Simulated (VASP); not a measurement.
Wanted: the native input for a VASP 6.6.1 run.

```yaml
Task: single point
Functional: r2SCAN
Potentials_or_basis: VASP PAW PBE potentials, release 64 (Zr_sv, B)
Cutoff: 520 eV
k_mesh: 20 × 20 × 20
Occupations: gaussian, width 0.1 eV
Spin: no spin polarisation
Dipole_correction: no
Further_INCAR_settings: ALGO = Normal; EDIFF = 1e-06; NBANDS = 14
```

Crystal: ZrB.

```
CELL_PARAMETERS angstrom
0.00000 2.45594 2.45594
2.45594 0.00000 2.45594
2.45594 2.45594 0.00000
ATOMIC_POSITIONS crystal
Zr 0.00000 0.00000 0.00000
B 0.50000 0.50000 0.50000
```

The input as run:

POSCAR

```
ZrB
1.0
    0.0000000000      2.4559421718      2.4559421718
    2.4559421718      0.0000000000      2.4559421718
    2.4559421718      2.4559421718      0.0000000000
Zr B
1 1
Direct
    0.0000000000      0.0000000000      0.0000000000
    0.5000000000      0.5000000000      0.5000000000
```

INCAR.step1

```
SYSTEM = ZrB
PREC = Accurate
ENCUT = 520
ISMEAR = 0
SIGMA = 0.1
LREAL = .False.
LASPH = .True.
NELM = 60
NBANDS = 14
GGA = PE
ALGO = Normal
EDIFF = 1E-4
LWAVE = .True.
LCHARG = .False.
```

INCAR.step2

```
SYSTEM = ZrB
PREC = Accurate
ENCUT = 520
EDIFF = 1E-6
ISMEAR = 0
SIGMA = 0.1
LREAL = .False.
LASPH = .True.
NELM = 60
ALGO = Normal
ISIF = 2
LWAVE = .False.
LCHARG = .True.
METAGGA = R2SCAN
LMIXTAU = .True.
LELF = .True.
LVHAR = .True.
NBANDS = 14
ISTART = 1
```

KPOINTS

```
regular mesh
0
Gamma
  20 20 20
  0 0 0
```

Potentials or basis: VASP PAW PBE potentials, release 64 (Zr_sv, B).

Command:

```bash
$ cat potpaw_PBE.64/Zr_sv/POTCAR potpaw_PBE.64/B/POTCAR > POTCAR
$ cp INCAR.step1 INCAR
$ mpirun -np 1 vasp_std > vasp.out
$ cp INCAR.step2 INCAR
$ mpirun -np 1 vasp_std > vasp.out
```

It gave:

The pressure is 0.1 GPa and the band gap on the k mesh is zero (an odd number of electrons rules out a gap without spin polarisation).

Caveat: the PAW data sets were made with another functional, which shifts forces and pressure a little; an odd number of electrons without spin polarisation forces a metal; a magnetic or distorted state may lie lower.

Run time: 3.9 min on 1 thread of Intel(R) Xeon(R) 6975P-C (Granite Rapids) (shared host), peak memory 0.25 GiB.
